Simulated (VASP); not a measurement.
Runs of VASP 6.6.1 on ZnS. The structure is that of space group F-43m (No. 216), or close to it. The cells are those of the table. 

```tsv
task	cell	cutoff (eV)	gap on the mesh (eV)	pressure (GPa)
single point	a = 3.410 Å, angles 60.0°, 2 atoms	520	2.27	(a)
relaxation of cell and atoms	relaxed to 6 GPa from a = 3.788 Å, angles 60.0°, 2 atoms	600	2.38	6.0
single point	a = 3.706 Å, angles 60.0°, 2 atoms	520	2.39	6.2
relaxation of cell and atoms	relaxed to 50 GPa from a = 3.788 Å, angles 60.0°, 2 atoms	600	2.28	50.0
single point	a = 3.804 Å, angles 60.0°, 2 atoms	500	(c)	(b)
```

Alike in all rows: level PBEsol; potentials or basis VASP PAW PBE potentials, release 64 (Zn, S); no spin polarisation; k mesh 10 × 10 × 10; smearing gaussian 0.01 eV.

Problem. Estimate the missing entries.

Solution. (a) 50.6; (b) -0.8; (c) 2.04.

Caveats: the PAW data sets were made with another functional, which shifts forces and pressure a little; the cell stands under pressure (at least some runs); the cell is relaxed towards a set pressure, so the run minimises the enthalpy, not the energy (at least some runs).

A k mesh can miss the band edges.
